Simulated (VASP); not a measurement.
Set up this calculation in VASP 6.6.1, as the native input.

```yaml
Task: single point
Functional: PBE
Potentials_or_basis: VASP PAW PBE potentials, release 64 (As, Se)
Cutoff: 520 eV
k_mesh: 6 × 6 × 6
Occupations: gaussian, width 0.1 eV
Spin: no spin polarisation
Dipole_correction: no
Further_INCAR_settings: ALGO = Normal; EDIFF = 1e-06; NBANDS = 15
```

The structure of As2Se lies in POSCAR:

```
As2Se
1.0
    1.8490166000      1.0675302300      5.8263498000
   -1.8490166000      1.0675302300      5.8263498000
    0.0000000000     -2.1350604600      5.8263498000
As Se
2 1
Direct
    0.2500000000      0.2500000000      0.2500000000
    0.7500000000      0.7500000000      0.7500000000
    0.0000000000      0.0000000000      0.0000000000
```

These files were run (other wordings do the same):

INCAR

```
SYSTEM = As2Se
PREC = Accurate
ENCUT = 520
EDIFF = 1E-6
ISMEAR = 0
SIGMA = 0.1
LREAL = .False.
LASPH = .True.
NELM = 100
ALGO = Normal
ISIF = 2
LWAVE = .False.
LCHARG = .True.
GGA = PE
LELF = .True.
LVHAR = .True.
NBANDS = 15
```

KPOINTS

```
Automatic mesh
0
Gamma
  6 6 6
  0 0 0
```

Potentials or basis: VASP PAW PBE potentials, release 64 (As, Se).

Command:

```bash
$ cat potpaw_PBE.64/As/POTCAR potpaw_PBE.64/Se/POTCAR > POTCAR
$ mpirun -np 1 vasp_std > vasp.out
```

It gave:

```json
{
 "Pressure": "5.3 GPa",
 "Largest force": "2.237 eV/Å",
 "Band gap on the k mesh": "zero (band 8 reaches 5.37 eV, above the bottom of band 9 at 4.11 eV)"
}
```

Caveat: forces of over 1 eV/Å act on the atoms, so gaps and moduli don't describe the material at rest.

It took 90 s on 1 thread of Intel Xeon 6975P-C, with other jobs on the host, peak memory 0.32 GiB.
